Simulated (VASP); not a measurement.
# C41O in VASP: further runs

Runs on C41O. Level: PBE+D3(BJ). Tasks: single point.

Program: VASP 6.6.1. These are calculated values, not measurements. Logs are shortened: lines on timing, memory, paths and dates and some standing lists are left out, and cuts for length are marked.

## (1) The cell of the first run

The cell holds a slab with vacuum, 42 atoms: a = 7.295 Å, b = 8.539 Å, c = 23.581 Å, α = 90.00°, β = 90.00°, γ = 112.97°.

## (2) Single point, PBE+D3(BJ)

INCAR

```
SYSTEM = C41O
  ALGO = Normal
  DIPOL = 0.5 0.5 0.286
  EDIFF = 1E-7
  ENCUT = 520
  GGA = PE
  IDIPOL = 3
  ISIF = 2
  ISMEAR = 0
  IVDW = 12
  LASPH = .TRUE.
  LCHARG = .FALSE.
  LDIPOL = .TRUE.
  LREAL = Auto
  LUSENCCL = .FALSE.
  LWAVE = .FALSE.
  NBANDS = 112
  NELM = 60
  PREC = Accurate
  SIGMA = 0.05
```

KPOINTS

```
k-points
0
G
  4 4 1
  0 0 0
```

POSCAR

```
C41O
1.0
    7.2946484380      0.0000000000      0.0000000000
   -3.3317658956      7.8620301879      0.0000000000
    0.0000000000      0.0000000000     23.5809581711
C O
41 1
Direct
    0.2500899670      0.1666966556      0.1696283913
    0.2500899670      0.6666966556      0.1696283913
    0.7500899670      0.1666966556      0.1696283913
    0.7500899670      0.6666966556      0.1696283913
    0.2499100331      0.3333033444      0.1696283913
    0.2499100331      0.8333033444      0.1696283913
    0.7499100330      0.3333033444      0.1696283913
    0.7499100331      0.8333033444      0.1696283913
    0.2500899670      0.4166966557      0.2218942371
    0.2500899670      0.9166966557      0.2218942371
    0.7500899670      0.4166966557      0.2218942371
    0.7500899670      0.9166966557      0.2218942371
    0.2499100331      0.0833033444      0.2218942371
    0.2499100331      0.5833033444      0.2218942371
    0.7499100331      0.0833033444      0.2218942371
    0.7499100331      0.5833033444      0.2218942371
    0.2500106166      0.1676584830      0.2741412246
    0.2500106166      0.6676584830      0.2741412246
    0.7500106166      0.1676584830      0.2741412246
    0.7500106166      0.6676584830      0.2741412246
    0.2499893834      0.3323415170      0.2741412246
    0.2499893834      0.8323415170      0.2741412246
    0.7499893834      0.3323415170      0.2741412246
    0.7499893834      0.8323415170      0.2741412246
    0.2500643137      0.4183240206      0.3266192408
    0.2500643137      0.9183240206      0.3266192408
    0.7500643137      0.4183240206      0.3266192408
    0.7500643137      0.9183240206      0.3266192408
    0.2499356863      0.0816759794      0.3266192408
    0.2499356863      0.5816759794      0.3266192408
    0.7499356863      0.0816759794      0.3266192408
    0.7499356863      0.5816759794      0.3266192408
    0.2498811848      0.1772167637      0.3744953071
    0.2498811848      0.6772167637      0.3744953071
    0.7498811848      0.1772167637      0.3744953071
    0.7498811848      0.6772167637      0.3744953071
    0.2501188152      0.3227832363      0.3744953071
    0.2501188152      0.8227832363      0.3744953071
    0.7501188152      0.3227832363      0.3744953071
    0.7501188152      0.8227832363      0.3744953071
    0.3748811848      0.1772167637      0.5632068924
    0.3748811848      0.1772167637      0.5144387299
```

Potentials or basis: VASP PAW PBE potentials, release 64 (C, O).

Run with:

```
> cat potpaw_PBE.64/C/POTCAR potpaw_PBE.64/O/POTCAR > POTCAR
> mpirun -np 1 vasp_std > vasp.out
```

OUTCAR:

```text
SYSTEM = C41O
   EDIFF = 1E-7
   ENCUT = 520
   GGA = PE
   ISIF = 2
   ISMEAR = 0
   IVDW = 12
   LASPH = .TRUE.
   LREAL = Auto
   NELM = 60
   PREC = Accurate
 IVDW          = 12

 ion  position               nearest neighbor table
   1  0.250  0.167  0.170-  13 1.42   5 1.42
   2  0.250  0.667  0.170-  14 1.42   6 1.42
   3  0.750  0.167  0.170-  15 1.42   7 1.42
   4  0.750  0.667  0.170-  16 1.42   8 1.42
   5  0.250  0.333  0.170-   9 1.42   1 1.42
   6  0.250  0.833  0.170-  10 1.42   2 1.42
   7  0.750  0.333  0.170-  11 1.42   3 1.42
   8  0.750  0.833  0.170-  12 1.42   4 1.42
   9  0.250  0.417  0.222-   5 1.42  14 1.42  21 1.43
  10  0.250  0.917  0.222-   6 1.42  13 1.42  22 1.43
  11  0.750  0.417  0.222-   7 1.42  16 1.42  23 1.43
  12  0.750  0.917  0.222-   8 1.42  15 1.42  24 1.43
  13  0.250  0.083  0.222-   1 1.42  10 1.42  17 1.43
  14  0.250  0.583  0.222-   2 1.42   9 1.42  18 1.43
[... 16 lines left out ...]
  31  0.750  0.082  0.327-  35 1.39  28 1.40  19 1.44
  32  0.750  0.582  0.327-  36 1.39  27 1.40  20 1.44
  33  0.250  0.177  0.374-  37 1.24  29 1.39
  34  0.250  0.677  0.374-  38 1.24  30 1.39
  35  0.750  0.177  0.374-  39 1.24  31 1.39
  36  0.750  0.677  0.374-  40 1.24  32 1.39
  37  0.250  0.323  0.374-  33 1.24  25 1.39
  38  0.250  0.823  0.374-  34 1.24  26 1.39
  39  0.750  0.323  0.374-  35 1.24  27 1.39
  40  0.750  0.823  0.374-  36 1.24  28 1.39
  41  0.375  0.177  0.563-  42 1.15
  42  0.375  0.177  0.514-  41 1.15

  LATTYP: Found a simple monoclinic cell.
 ALAT       =     7.2946484380
 B/A-ratio  =     3.2326380595
 C/A-ratio  =     1.1705654015
 COS(beta)  =    -0.3901884672

  Lattice vectors:

 A1 = (   7.2946484380,   0.0000000000,   0.0000000000)
 A2 = (   0.0000000000,   0.0000000000, -23.5809581711)
 A3 = (  -3.3317658956,   7.8620301879,   0.0000000000)

Analysis of symmetry for initial positions (statically):
=====================================================================
 Subroutine PRICEL returns:
 Original cell was already a primitive cell.

 Routine SETGRP: Setting up the symmetry group for a
 simple monoclinic supercell.

 Subroutine GETGRP returns: Found  1 space group operations
 (whereof  1 operations were pure point group operations)
 out of a pool of  4 trial point group operations.

The static configuration has the point symmetry C_1 .

Analysis of symmetry for dynamics (positions and initial velocities):
=====================================================================
 Subroutine PRICEL returns:
 Original cell was already a primitive cell.

 Routine SETGRP: Setting up the symmetry group for a
 simple monoclinic supercell.

 Subroutine GETGRP returns: Found  1 space group operations
 (whereof  1 operations were pure point group operations)
 out of a pool of  4 trial point group operations.

The dynamic configuration has the point symmetry C_1 .

 Subroutine INISYM returns: Found  1 space group operations
 (whereof  1 operations are pure point group operations),
 and found     1 'primitive' translations

----------------------------------------------------------------------------------------

                                     Primitive cell

  volume of cell :    1352.3855

  direct lattice vectors                    reciprocal lattice vectors
     7.294648438  0.000000000  0.000000000     0.137086798  0.058094552 -0.000000000
    -3.331765896  7.862030188  0.000000000     0.000000000  0.127193610  0.000000000
     0.000000000  0.000000000 23.580958171     0.000000000 -0.000000000  0.042407098

  length of vectors
     7.294648438  8.538863078 23.580958171     0.148888439  0.127193610  0.042407098

  position of ions in fractional coordinates (direct lattice)
     0.250089967  0.166696656  0.169628391
     0.250089967  0.666696656  0.169628391
     0.750089967  0.166696656  0.169628391
     0.750089967  0.666696656  0.169628391
     0.249910033  0.333303344  0.169628391
     0.249910033  0.833303344  0.169628391
[... 34 lines left out ...]
     0.374881185  0.177216764  0.563206892
     0.374881185  0.177216764  0.514438730

  ion indices of the primitive-cell ions
   primitive index   ion index
                 1           1
                 2           2
                 3           3
                 4           4
                 5           5
                 6           6
[... 34 lines left out ...]
                41          41
                42          42

----------------------------------------------------------------------------------------

 KPOINTS: k-points

Automatic generation of k-mesh.
 Grid dimensions read from file:
 generate k-points for:    4    4    1

 Generating k-lattice:

  Cartesian coordinates                     Fractional coordinates (reciprocal lattice)
     0.034271700  0.014523638 -0.000000000     0.250000000  0.000000000  0.000000000
     0.000000000  0.031798402  0.000000000     0.000000000  0.250000000  0.000000000
     0.000000000 -0.000000000  0.042407098     0.000000000  0.000000000  1.000000000

  Length of vectors
     0.037222110  0.031798402  0.042407098

  Shift w.r.t. Gamma in fractional coordinates (k-lattice)
     0.000000000  0.000000000  0.000000000

 Subroutine IBZKPT returns following result:
 ===========================================

 Found     10 irreducible k-points:

 Following reciprocal coordinates:
            Coordinates               Weight
  0.000000  0.000000  0.000000      1.000000
  0.250000  0.000000  0.000000      2.000000
  0.500000  0.000000  0.000000      1.000000
  0.000000  0.250000  0.000000      2.000000
  0.250000  0.250000  0.000000      2.000000
  0.500000  0.250000  0.000000      2.000000
 -0.250000  0.250000  0.000000      2.000000
  0.000000  0.500000  0.000000      1.000000
  0.250000  0.500000  0.000000      2.000000
  0.500000  0.500000  0.000000      1.000000
   k-points           NKPTS =     10   k-points in BZ     NKDIM =     10   number of bands    NBANDS=    112
   number of dos      NEDOS =    301   number of ions     NIONS =     42
   total plane-waves  NPLWV = 622080
   dimension x,y,z NGX =    54 NGY =   64 NGZ =  180
   dimension x,y,z NGXF=   108 NGYF=  128 NGZF=  360
   ions per type =              41   1
   NGX,Y,Z   is equivalent  to a cutoff of  12.31, 12.46, 12.69 a.u.
   NGXF,Y,Z  is equivalent  to a cutoff of  24.61, 24.92, 25.38 a.u.
 SYSTEM =  C41O
   PREC   = accura    normal or accurate (medium, high low for compatibility)
   ISTART =      0    job   : 0-new  1-cont  2-samecut
   ICHARG =      2    charge: 1-file 2-atom 10-const
   ISPIN  =      1    spin polarized calculation?
   LNONCOLLINEAR =      F non collinear calculations
   LSORBIT =      F    spin-orbit coupling
   LASPH  =      T    aspherical Exc in radial PAW
   ENCUT  =  520.0 eV  38.22 Ry    6.18 a.u.  13.56 15.88 43.84*2*pi/ulx,y,z
   NELM   =     60;   NELMIN=  2; NELMDL= -5     # of ELM steps
   EDIFF  = 0.1E-06   stopping-criterion for ELM
   LREAL  =      T    real-space projection
   EDIFFG = 0.1E-05   stopping-criterion for IOM
   NSW    =      0    number of steps for IOM
   IBRION =     -1    ionic relax: 0-MD 1-quasi-New 2-CG
   NFREE  =      0    steps in history (QN), initial steepest desc. (CG)
   ISIF   =      2    stress and relaxation
   ISYM   =      2    0-nonsym 1-usesym 2-fastsym
   POTIM  = 0.5000    time-step for ionic-motion
   TEBEG  =    0.0;   TEEND  =   0.0 temperature during run
   PSTRESS=    0.0 pullay stress
   NELECT =     170.0000    total number of electrons
   NUPDOWN=      -1.0000    fix difference up-down
   EMIN   =  10.00;   EMAX   =-10.00  energy-range for DOS
   EFERMI =   0.00;   METHOD = LEGACY
   ISMEAR =     0;   SIGMA  =   0.05  broadening in eV -4-tet -1-fermi 0-gaus
   EFERMI_NEDOS =   21; number of points for ismear=-14 and -15
   IALGO  =     38    algorithm
   IMIX   =      4    mixing-type and parameters
     AMIX     =   0.40;   BMIX     =  1.00
     AMIX_MAG =   1.60;   BMIX_MAG =  1.00
  volume/ion in A,a.u.               =      32.20       217.29
  Fermi-wavevector in a.u.,A,eV,Ry     =   0.820083  1.549732  9.150402  0.672536
  Thomas-Fermi vector in A             =   1.931002
   LORBIT       =      0    0 simple, 1 ext, 2 COOP (PROOUT), +10 PAW based schemes
   GGA     = PE    functional components
   LHFCALC =     F    Hartree Fock is set to
   AEXX    =    0.0000 exact exchange contribution
   IVDW    =    12    specifies the selected vdW correction
   LEPSILON=     F    determine dielectric tensor
   LRPA    =     F    only Hartree local field effects (RPA)
 non-spin polarized calculation
 Gauss-broadening in eV      SIGMA  =   0.05
  energy-cutoff  :      520.00
  volume of cell :     1352.39
 maximum number of plane-waves:     36453
   NGX = 27   NGY = 31   NGZ = 87

 dipolmoment           0.000000      0.000000      0.124913 electrons x Angstroem

 number of electron     169.9999999 magnetization

 dipolmoment           0.000000      0.000000     -0.280074 electrons x Angstroem

 Free energy of the ion-electron system (eV)
  ---------------------------------------------------
  ext. energy  EPLUGINS =         0.00000000
  ---------------------------------------------------
  free energy    TOTEN  =      -344.85800534 eV

  energy without entropy =     -344.84197839  energy(sigma->0) =     -344.84999187

 E-fermi :  -3.2568     XC(G=0):  -3.7396

 val. band max:       -3.2606269878   @ k =   0.5000   0.2500   0.0000
 cond. band min:      -3.2512158389   @ k =  -0.2500   0.2500   0.0000
 fundamental gap:      0.0094111488
 Fermi energy:        -3.2567886036

 k-point     1 :       0.0000    0.0000    0.0000
  band No.  band energies     occupation
      1     -26.9138      2.00000
      2     -22.0224      2.00000
      3     -21.7427      2.00000
      4     -20.6492      2.00000
      5     -20.5244      2.00000
      6     -20.3884      2.00000
[... 89 lines left out ...]
     96      -1.1958      0.00000
     97      -1.0456      0.00000

 k-point     2 :       0.2500    0.0000    0.0000
  band No.  band energies     occupation
      1     -26.9138      2.00000
      2     -21.9835      2.00000
      3     -21.7859      2.00000
      4     -20.6502      2.00000
      5     -20.5631      2.00000
      6     -20.3488      2.00000
[... 889 lines left out ...]
     96      -0.3339      0.00000
     97      -0.3331      0.00000
 [bands above 97 left out]

------------------------ aborting loop because EDIFF is reached ----------------------------------------

 vacuum level on the upper side and lower side of the slab       (xc-potential included)        -0.449         0.427

 Edisp (eV)   -4.73456

 E8    (eV) :    -1.4086

  FORCE on cell =-STRESS in cart. coord.  units (eV):
  Direction    XX          YY          ZZ          XY          YZ          ZX
  --------------------------------------------------------------------------------------
  -------------------------------------------------------------------------------------
  Total       0.01278    -5.62565   -10.81754     2.35742    -0.01104     0.03102
  in kB       0.01515    -6.66473   -12.81559     2.79284    -0.01308     0.03675
  external pressure =       -6.49 kB  Pullay stress =        0.00 kB

 VOLUME and BASIS-vectors are now :
 -----------------------------------------------------------------------------
  energy-cutoff  :      520.00
  volume of cell :     1352.39
      direct lattice vectors                 reciprocal lattice vectors
     7.294648438  0.000000000  0.000000000     0.137086798  0.058094552 -0.000000000
    -3.331765896  7.862030188  0.000000000     0.000000000  0.127193610  0.000000000
     0.000000000  0.000000000 23.580958171     0.000000000 -0.000000000  0.042407098

 POSITION                                       TOTAL-FORCE (eV/Angst)
 -----------------------------------------------------------------------------------
      1.26892      1.31057      4.00000        -2.575659      6.079476      1.102612
     -0.39696      5.24159      4.00000        -2.576366      6.075630      1.103018
      4.91625      1.31057      4.00000        -2.575515      6.077100      1.102986
      3.25037      5.24159      4.00000        -2.575648      6.076587      1.103168
      0.71252      2.62044      4.00000         2.575613     -6.079347      1.102416
     -0.95337      6.55146      4.00000         2.576356     -6.075609      1.103190
[... 34 lines left out ...]
      2.14418      1.39328     13.28096        -0.003802     -0.003606     -0.742381
      2.14418      1.39328     12.13096         0.013820     -0.005006      0.742843
 -----------------------------------------------------------------------------------
    total drift:                               -0.002618     -0.003032     -0.076932

  FREE ENERGIE OF THE ION-ELECTRON SYSTEM (eV)
  ---------------------------------------------------
  free  energy   TOTEN  =      -349.5925628202 eV

  energy  without entropy=     -349.5765358675  energy(sigma->0) =     -349.58454934

 vacuum level on the upper side and lower side of the slab         2.337         3.248
```

It took 5.6 min on 1 × NVIDIA H100 80GB with 1 thread of AMD EPYC 7R13 (Zen 3), shared host; peak memory 2.4 GiB.

What came out:

| Property | Result |
| --- | --- |
| Free energy | -349.5926 eV |
| Largest force | 6.694 eV/Å |
| Band gap on the k mesh | 0.01 eV (least direct gap 0.03 eV) |
| Dispersion energy per atom | -0.113 eV |

Forces on the atoms (eV/Å):
```
C   -2.576  6.079  1.103
C   -2.576  6.076  1.103
C   -2.576  6.077  1.103
C   -2.576  6.077  1.103
C    2.576 -6.079  1.102
C    2.576 -6.076  1.103
C    2.576 -6.077  1.103
C    2.576 -6.076  1.103
C   -0.159  0.379 -1.156
C   -0.161  0.380 -1.157
C   -0.161  0.380 -1.156
C   -0.161  0.380 -1.157
C    0.161 -0.380 -1.156
C    0.162 -0.380 -1.157
C    0.161 -0.380 -1.156
C    0.161 -0.380 -1.157
C    0.002 -0.003  0.013
C    0.002 -0.004  0.016
C    0.002 -0.005  0.015
C    0.002 -0.004  0.016
C   -0.003  0.009  0.011
C   -0.002  0.003  0.016
C   -0.002  0.005  0.016
C   -0.002  0.005  0.016
C    0.007  0.003 -0.007
C    0.001  0.022 -0.007
C    0.002  0.018 -0.006
C    0.002  0.021 -0.009
C   -0.001 -0.018  0.010
C   -0.003 -0.020 -0.009
C   -0.003 -0.017 -0.007
C   -0.002 -0.020 -0.009
C    0.015 -0.054  0.009
C    0.033 -0.071  0.049
C    0.032 -0.076  0.050
C    0.034 -0.077  0.047
C   -0.030  0.070  0.057
C   -0.032  0.071  0.044
C   -0.034  0.075  0.048
C   -0.034  0.078  0.048
C   -0.004 -0.004 -0.742
O    0.014 -0.005  0.743
```

Levels at points of the mesh, in eV from the valence-band top:
| k point | band 81 | band 82 | band 83 | band 84 | band 85 | band 86 | band 87 | band 88 | band 89 | band 90 |
| --- | --- | --- | --- | --- | --- | --- | --- | --- | --- | --- |
| (0.00, 0.00, 0.00) | -0.94 | -0.87 | -0.80 | -0.20 | -0.02 | 0.04 | 0.58 | 0.64 | 0.74 | 0.95 |
| (0.50, 0.00, 0.00) | -1.25 | -0.91 | -0.91 | -0.14 | -0.13 | 0.24 | 0.25 | 0.83 | 0.84 | 1.07 |
| (0.00, 0.50, 0.00) | -1.32 | -1.03 | -1.03 | -1.02 | -1.02 | 0.58 | 0.58 | 0.61 | 0.61 | 1.46 |
| (0.50, 0.50, 0.00) | -1.21 | -1.11 | -1.11 | -0.76 | -0.76 | 0.48 | 0.48 | 0.70 | 0.70 | 1.37 |

## (3) Single point, PBE+D3(BJ)

INCAR

```
SYSTEM = C41O
PREC = Accurate
ENCUT = 520
EDIFF = 1E-6
ISMEAR = 0
SIGMA = 0.05
LREAL = Auto
LASPH = .True.
NELM = 80
ALGO = Normal
ISIF = 2
LWAVE = .False.
LCHARG = .True.
LDIPOL = .True.
IDIPOL = 3
DIPOL = 0.5 0.5 0.286
GGA = PE
IVDW = 12
LELF = .True.
LVHAR = .True.
LVACPOTAV = .True.
NBANDS = 112
LUSENCCL = .False.
```

KPOINTS

```
regular mesh
0
Gamma
  4 4 1
  0 0 0
```

Changes to POSCAR since step 2:

```diff
@@ -48,3 +48,3 @@
     0.7501188152      0.8227832363      0.3744953071
-    0.3748811848      0.1772167637      0.5632068924
-    0.3748811848      0.1772167637      0.5144387299
+    0.2498811848      0.5522167637      0.5632068924
+    0.2498811848      0.5522167637      0.5144387299
```

Potentials or basis: VASP PAW PBE potentials, release 64 (C, O).

Run with:

```
> cat potpaw_PBE.64/C/POTCAR potpaw_PBE.64/O/POTCAR > POTCAR
> mpirun -np 1 vasp_std > vasp.out
```

Run time: 6.1 min. Hardware: 1 × NVIDIA H100 80GB with 1 thread of AMD EPYC 7R13 (Zen 3), shared host; peak memory 2.4 GiB.

The run converged. Its results:

| Quantity | Value |
| --- | --- |
| Free energy | -349.5965 eV |
| Largest force | 6.694 eV/Å |
| Band gap on the k mesh | 0.01 eV (least direct gap 0.03 eV) |
| Dispersion energy per atom | -0.113 eV |

Forces in eV/Å, atoms in the order of the input:
```
C   -2.576  6.077  1.103
C   -2.577  6.079  1.103
C   -2.576  6.078  1.103
C   -2.576  6.078  1.103
C    2.576 -6.077  1.103
C    2.577 -6.079  1.103
C    2.576 -6.078  1.103
C    2.576 -6.078  1.103
C   -0.162  0.381 -1.156
C   -0.161  0.379 -1.156
C   -0.161  0.381 -1.157
C   -0.161  0.380 -1.157
C    0.161 -0.380 -1.157
C    0.162 -0.381 -1.156
C    0.162 -0.381 -1.157
C    0.161 -0.381 -1.156
C    0.003 -0.005  0.016
C    0.001 -0.002  0.014
C    0.002 -0.005  0.016
C    0.002 -0.005  0.016
C   -0.001  0.003  0.015
C   -0.004  0.009  0.013
C   -0.002  0.005  0.016
C   -0.002  0.005  0.016
C    0.000  0.025  0.001
C    0.008  0.007 -0.010
C    0.002  0.021 -0.008
C    0.002  0.020 -0.009
C   -0.003 -0.017 -0.009
C    0.000 -0.025  0.013
C   -0.002 -0.021 -0.009
C   -0.002 -0.021 -0.008
C    0.029 -0.065  0.057
C    0.019 -0.042  0.007
C    0.035 -0.076  0.049
C    0.033 -0.077  0.049
C   -0.026  0.059  0.033
C   -0.029  0.064  0.067
C   -0.033  0.077  0.048
C   -0.035  0.076  0.049
C   -0.002  0.001 -0.743
O    0.005 -0.007  0.728
```

Levels at points of the mesh, in eV from the valence-band top:
```csv
k point,band 83,band 84,band 85,band 86,band 87,band 88
"(0.00, 0.00, 0.00)",-0.80,-0.20,-0.02,0.04,0.58,0.64
"(0.50, 0.00, 0.00)",-0.91,-0.14,-0.13,0.24,0.24,0.83
"(0.00, 0.50, 0.00)",-1.03,-1.02,-1.02,0.58,0.58,0.61
"(0.50, 0.50, 0.00)",-1.11,-0.76,-0.76,0.48,0.48,0.70
```
